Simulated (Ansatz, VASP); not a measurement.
One calculation of Ti3Al5, two programs

```
Ti Al
1.0
     3.78621    0.00000    0.00000
     0.00000    3.78621    0.00000
     0.00000    0.00000    7.88204
Ti Al
3 5
Cartesian
  0.0000 0.0000 3.9410
  1.8931 1.8931 0.0000
  1.8931 1.8931 3.9410
  0.0000 1.8931 1.9890
  0.0000 1.8931 5.8930
  1.8931 0.0000 1.9890
  1.8931 0.0000 5.8930
  0.0000 0.0000 0.0000
```

Change from the starting cell: strain -0.025 along x and y, -0.050 along z, atoms carried along.

Alike in both runs: task single point; functional PBEsol; k mesh 10 × 10 × 6; occupations gaussian, width 0.15 eV; no spin polarisation.

```csv
,VASP,Ansatz
version,VASP 6.6.1,Ansatz 0.2.0
potentials or method,"VASP PAW PBE potentials, release 64 (Ti_sv, Al), cutoff 520 eV","scalar-relativistic, plane waves, PAW"
valence electrons in the cell,51,51
```

Ansatz gave:

```
gap on the k mesh at the Fermi level (eV)                     : none
pressure (GPa)                                                : 14.4
traceless stress, the component that is largest in VASP (GPa) : 2.60
rms of the force components (eV/Å)                            : 0.052
```

Question: What did VASP give for the same quantities?

Answer: gap on the k mesh at the Fermi level (eV): none; pressure (GPa): 14.5; traceless stress, the component that is largest in VASP (GPa): 2.60; rms of the force components (eV/Å): 0.052.

VASP's potentials were made for PBE, not for PBEsol. Atom by atom the forces differ by 0.001 eV/Å (rms over components). A gap of «none» marks a metal or a gap that the smearing closes. With one functional, cell and mesh, what is left measures potentials, basis and numerics.
